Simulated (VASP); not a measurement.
# W (Pm-3m) in VASP: notebook

The runs below take W through single point, relaxation of cell and atoms, with LDA.

All numbers are computed with VASP 6.6.1; they aren't measurements. Logs are shortened: lines on timing, memory, paths and dates and some standing lists are left out, and cuts for length are marked.

## 1. The cell of the first run

The structure is cubic, space group Pm-3m (No. 221). Conventional cell: a = 2.591 Å, b = 2.591 Å, c = 2.591 Å, α = 90.00°, β = 90.00°, γ = 90.00°. Within 3.4 Å of W (site symmetry m-3m) lie 6 W at 2.59 Å.

This isn't the form of W at room conditions, which is bcc.

## 2. Single point, LDA

INCAR

```
SYSTEM = W
PREC     = Accurate       ! precision mode
ENCUT    = 520            ! plane-wave cutoff, eV
EDIFF    = 1E-7           ! SCF threshold, eV
ISMEAR   = -1             ! smearing method
SIGMA    = 0.05           ! smearing width, eV
LREAL    = .False.        ! projectors in reciprocal space
LASPH    = .True.         ! aspherical terms in the spheres
NELM     = 60             ! most SCF steps
ALGO     = Normal         ! electronic algorithm
ISIF     = 2              ! what is computed and relaxed
LWAVE    = .False.        ! write WAVECAR
LCHARG   = .False.        ! write CHGCAR
NBANDS   = 13             ! bands
```

KPOINTS

```
Automatic mesh
0
Gamma
  10 10 10
  0 0 0
```

POSCAR

```
W
1.0
    2.5907170994      0.0000000000      0.0000000000
    0.0000000000      2.5907170994      0.0000000000
    0.0000000000      0.0000000000      2.5907170994
W
1
Direct
    0.0000000000      0.0000000000      0.0000000000
```

Potentials or basis: VASP PAW LDA potentials, release 64 (W_sv).

Started as:

```
> cat potpaw_LDA.64/W_sv/POTCAR > POTCAR
> mpirun -np 1 vasp_std > vasp.out
```

OUTCAR:

```text
SYSTEM = W
   PREC = Accurate
   ENCUT = 520
   EDIFF = 1E-7
   ISMEAR = -1
   LREAL = .False.
   LASPH = .True.
   NELM = 60
   ISIF = 2

 ion  position               nearest neighbor table
   1  0.000  0.000  0.000-

  LATTYP: Found a simple cubic cell.
 ALAT       =     2.5907170994

  Lattice vectors:

 A1 = (   2.5907170994,   0.0000000000,   0.0000000000)
 A2 = (   0.0000000000,   2.5907170994,   0.0000000000)
 A3 = (   0.0000000000,   0.0000000000,   2.5907170994)

Analysis of symmetry for initial positions (statically):
=====================================================================
 Subroutine PRICEL returns:
 Original cell was already a primitive cell.

 Routine SETGRP: Setting up the symmetry group for a
 simple cubic supercell.

 Subroutine GETGRP returns: Found 48 space group operations
 (whereof 48 operations were pure point group operations)
 out of a pool of 48 trial point group operations.

The static configuration has the point symmetry O_h .

Analysis of symmetry for dynamics (positions and initial velocities):
=====================================================================
 Subroutine PRICEL returns:
 Original cell was already a primitive cell.

 Routine SETGRP: Setting up the symmetry group for a
 simple cubic supercell.

 Subroutine GETGRP returns: Found 48 space group operations
 (whereof 48 operations were pure point group operations)
 out of a pool of 48 trial point group operations.

The dynamic configuration has the point symmetry O_h .

 Subroutine INISYM returns: Found 48 space group operations
 (whereof 48 operations are pure point group operations),
 and found     1 'primitive' translations

----------------------------------------------------------------------------------------

                                     Primitive cell

  volume of cell :      17.3884

  direct lattice vectors                    reciprocal lattice vectors
     2.590717099  0.000000000  0.000000000     0.385993515  0.000000000  0.000000000
     0.000000000  2.590717099  0.000000000     0.000000000  0.385993515  0.000000000
     0.000000000  0.000000000  2.590717099     0.000000000  0.000000000  0.385993515

  length of vectors
     2.590717099  2.590717099  2.590717099     0.385993515  0.385993515  0.385993515

  position of ions in fractional coordinates (direct lattice)
     0.000000000  0.000000000  0.000000000

  ion indices of the primitive-cell ions
   primitive index   ion index
[... 79 lines left out ...]
   ISIF   =      2    stress and relaxation
   ISYM   =      2    0-nonsym 1-usesym 2-fastsym
   POTIM  = 0.5000    time-step for ionic-motion
   TEBEG  =    0.0;   TEEND  =   0.0 temperature during run
   PSTRESS=    0.0 pullay stress
   NELECT =      14.0000    total number of electrons
   NUPDOWN=      -1.0000    fix difference up-down
   EMIN   =  10.00;   EMAX   =-10.00  energy-range for DOS
   EFERMI =   0.00;   METHOD = LEGACY
   ISMEAR =    -1;   SIGMA  =   0.05  broadening in eV -4-tet -1-fermi 0-gaus
   EFERMI_NEDOS =   21; number of points for ismear=-14 and -15
   IALGO  =     38    algorithm
   IMIX   =      4    mixing-type and parameters
     AMIX     =   0.40;   BMIX     =  1.00
     AMIX_MAG =   1.60;   BMIX_MAG =  1.00
  volume/ion in A,a.u.               =      17.39       117.34
  Fermi-wavevector in a.u.,A,eV,Ry     =   1.522992  2.878037 31.558761  2.319504
  Thomas-Fermi vector in A             =   2.631496
   LORBIT       =      0    0 simple, 1 ext, 2 COOP (PROOUT), +10 PAW based schemes
   GGA     = CA    functional components
   LHFCALC =     F    Hartree Fock is set to
   AEXX    =    0.0000 exact exchange contribution
   IVDW    =     0    specifies the selected vdW correction
   LEPSILON=     F    determine dielectric tensor
   LRPA    =     F    only Hartree local field effects (RPA)
 non-spin polarized calculation
  energy-cutoff  :      520.00
  volume of cell :       17.39
 maximum number of plane-waves:       480
 NGX is ok and might be reduce to    20
   NGX =  9   NGY =  9   NGZ =  9

 number of electron      14.0000004 magnetization

 Free energy of the ion-electron system (eV)
  ---------------------------------------------------
  ext. energy  EPLUGINS =         0.00000000
  ---------------------------------------------------
  free energy    TOTEN  =       -12.63128906 eV

  energy without entropy =      -12.61950804  energy(sigma->0) =      -12.62539855

 E-fermi :  10.0353     XC(G=0): -13.1613

 val. band max:       10.0343240712   @ k =   0.5000   0.3000   0.1000
 cond. band min:      10.0618402531   @ k =   0.3000   0.3000   0.2000
 fundamental gap:      0.0275161819
 Fermi energy:        10.0352854443

 k-point     1 :       0.0000    0.0000    0.0000
  band No.  band energies     occupation
      1     -63.7007      2.00000
      2     -27.4747      2.00000
      3     -27.4747      2.00000
      4     -27.4747      2.00000
      5       1.1512      2.00000
      6       5.3240      2.00000
      7       5.3240      2.00000
      8      14.9106      0.00000
      9      14.9106      0.00000
     10      14.9106      0.00000
     11      25.0302      0.00000
     12      25.0302      0.00000
     13      25.0302      0.00000
[... 354 lines left out ...]
  band No.  band energies     occupation
      1     -63.5983      2.00000
      2     -28.4559      2.00000
      3     -27.5286      2.00000
      4     -27.5149      2.00000
      5       4.0613      2.00000
      6       6.5742      2.00000
      7       8.1743      2.00000
      8      11.2994      0.00000
      9      11.8286      0.00000
     10      14.1509      0.00000
     11      20.4764      0.00000
     12      26.7006      0.00000
     13      27.1333      0.00000

 [... further k-points ...]

------------------------ aborting loop because EDIFF is reached ----------------------------------------

  FORCE on cell =-STRESS in cart. coord.  units (eV):
  Direction    XX          YY          ZZ          XY          YZ          ZX
  --------------------------------------------------------------------------------------
  -------------------------------------------------------------------------------------
  Total        0.2576788      0.2576788      0.2576788      0.0000000     -0.0000000     -0.0000000
  in kB       23.7426601     23.7426601     23.7426601      0.0000000     -0.0000000     -0.0000000
  external PRESSURE =      23.7426601 kB  Pullay stress =       0.0000000 kB

 VOLUME and BASIS-vectors are now :
 -----------------------------------------------------------------------------
  energy-cutoff  :      520.00
  volume of cell :       17.39
      direct lattice vectors                 reciprocal lattice vectors
     2.590717099  0.000000000  0.000000000     0.385993515  0.000000000  0.000000000
     0.000000000  2.590717099  0.000000000     0.000000000  0.385993515  0.000000000
     0.000000000  0.000000000  2.590717099     0.000000000  0.000000000  0.385993515

 POSITION                                       TOTAL-FORCE (eV/Angst)
 -----------------------------------------------------------------------------------
      0.00000      0.00000      0.00000         0.000000      0.000000      0.000000
 -----------------------------------------------------------------------------------
    total drift:                                0.000000      0.000000      0.000000

  FREE ENERGIE OF THE ION-ELECTRON SYSTEM (eV)
  ---------------------------------------------------
  free  energy   TOTEN  =       -12.6312890555 eV

  energy  without entropy=      -12.6195080382  energy(sigma->0) =      -12.62539855
```

OSZICAR:

```text
N       E                     dE             d eps       ncg     rms          rms(c)
DAV:   1     0.892894805846E+02    0.89289E+02   -0.74866E+03  1456   0.120E+03
DAV:   2    -0.112758570290E+02   -0.10057E+03   -0.96092E+02  1641   0.315E+02
DAV:   3    -0.130612508903E+02   -0.17854E+01   -0.17784E+01  1616   0.418E+01
DAV:   4    -0.130695799998E+02   -0.83291E-02   -0.83289E-02  1636   0.315E+00
DAV:   5    -0.130696641983E+02   -0.84198E-04   -0.84199E-04  1606   0.300E-01    0.192E+01
DAV:   6    -0.127198657521E+02    0.34980E+00   -0.29726E-01  1491   0.663E+00    0.823E+00
DAV:   7    -0.126355186566E+02    0.84347E-01   -0.13280E-01  1586   0.419E+00    0.530E-01
DAV:   8    -0.126312861812E+02    0.42325E-02   -0.46751E-03  1526   0.909E-01    0.356E-02
DAV:   9    -0.126312868663E+02   -0.68517E-06   -0.64012E-05  1636   0.948E-02    0.370E-02
DAV:  10    -0.126312889918E+02   -0.21255E-05   -0.76073E-06  1626   0.329E-02    0.602E-03
DAV:  11    -0.126312890555E+02   -0.63694E-07   -0.14615E-07  1410   0.412E-03
   1 F= -.12631289E+02 E0= -.12625399E+02  d E =-.117810E-01
```

Wall time 8.9 s (1 thread of Intel Xeon Platinum 8259CL at 2.50GHz (Skylake/Cascade Lake), shared host); peak memory 0.12 GiB.

Results:

| Property | Result |
| --- | --- |
| Free energy | -12.6313 eV |
| Pressure | 2.4 GPa |
| Band gap on the k mesh | zero (bands 7 and 8 overlap by 2.93 eV) |

Levels at points of the mesh, in eV from the Fermi level:
| k point | band 3 | band 4 | band 5 | band 6 | band 7 | band 8 | band 9 | band 10 | band 11 | band 12 |
| --- | --- | --- | --- | --- | --- | --- | --- | --- | --- | --- |
| (0.00, 0.00, 0.00) | -37.51 | -37.51 | -8.88 | -4.71 | -4.71 | 4.88 | 4.88 | 4.88 | 14.99 | 14.99 |
| (0.50, 0.00, 0.00) | -37.37 | -37.37 | -5.31 | -3.68 | -0.74 | 0.79 | 0.79 | 5.32 | 9.77 | 13.88 |
| (0.50, 0.50, 0.00) | -38.81 | -37.24 | -6.07 | -3.11 | 1.62 | 1.62 | 4.99 | 4.99 | 7.83 | 15.04 |
| (0.50, 0.50, 0.50) | -38.62 | -38.62 | -4.33 | -4.33 | -4.33 | 7.18 | 8.14 | 8.14 | 12.19 | 12.19 |

Caveat: spin-orbit coupling is left out, which moves the levels of the heavy elements.

## 3. Relaxation of cell and atoms, LDA

INCAR

```
PREC = Accurate
ENCUT = 600
EDIFF = 1E-6
ISMEAR = -1
SIGMA = 0.05
LREAL = False
LASPH = True
NELM = 60
ALGO = Normal
ISIF = 3
LWAVE = False
LCHARG = False
IBRION = 2
NSW = 60
EDIFFG = -0.03
```

KPOINTS

```
regular mesh
0
Gamma
  10 10 10
```

POSCAR

```
W
1.0
    2.5900000000      0.0000000000      0.0000000000
    0.0000000000      2.5900000000      0.0000000000
    0.0000000000      0.0000000000      2.5900000000
W
1
Direct
    0.0000000000      0.0000000000      0.0000000000
```

Potentials or basis: VASP PAW LDA potentials, release 64 (W_sv).

Started as:

```
> cat potpaw_LDA.64/W_sv/POTCAR > POTCAR
> mpirun -np 1 vasp_std > vasp.out
```

Run time: 23 s. Hardware: 1 thread of Intel Xeon Platinum 8259CL at 2.50GHz (Skylake/Cascade Lake), shared host; peak memory 0.14 GiB.

The run converged. Its results:

| Property | Result |
| --- | --- |
| Free energy | -12.6327 eV |
| Relaxed volume | 17.56 Å³/atom |
| Relaxed cell | a = 2.599 Å, b = 2.599 Å, c = 2.599 Å, α = 90.00°, β = 90.00°, γ = 90.00° |
| Space group after relaxing (to 0.1 Å) | Pm-3m (No. 221) |
| Energy gained by relaxing | 1.5 meV/atom |
| Ionic steps | 3 |
| Pressure after relaxing | 0.0 GPa |
| Band gap on the k mesh | zero (bands 7 and 8 overlap by 2.90 eV) |

Step by step:
| step | energy change (eV) | largest force (eV/Å) | pressure (GPa) | volume (Å³) |
| --- | --- | --- | --- | --- |
| 1 | 0.0000 | 0.0000 | 2.64 | 17.37 |
| 2 | 0.0105 | 0.0000 | -6.88 | 18.10 |
| 3 | -0.0015 | 0.0000 | -0.02 | 17.56 |

Final structure:
```
CELL_PARAMETERS angstrom
2.59933 0.00000 0.00000
0.00000 2.59933 0.00000
0.00000 0.00000 2.59933
ATOMIC_POSITIONS crystal
W 0.00000 0.00000 0.00000
```

Levels at points of the mesh, in eV from the Fermi level:
| k point | band 3 | band 4 | band 5 | band 6 | band 7 | band 8 | band 9 | band 10 | band 11 |
| --- | --- | --- | --- | --- | --- | --- | --- | --- | --- |
| (0.00, 0.00, 0.00) | -37.53 | -37.53 | -8.83 | -4.65 | -4.65 | 4.81 | 4.81 | 4.81 | 14.91 |
| (0.50, 0.00, 0.00) | -37.40 | -37.40 | -5.28 | -3.63 | -0.74 | 0.78 | 0.78 | 5.24 | 9.64 |
| (0.50, 0.50, 0.00) | -38.79 | -37.27 | -5.98 | -3.09 | 1.60 | 1.60 | 4.94 | 4.94 | 7.72 |
| (0.50, 0.50, 0.50) | -38.61 | -38.61 | -4.26 | -4.26 | -4.26 | 7.21 | 8.02 | 8.02 | 12.05 |

Caveat: spin-orbit coupling is left out, which moves the levels of the heavy elements.
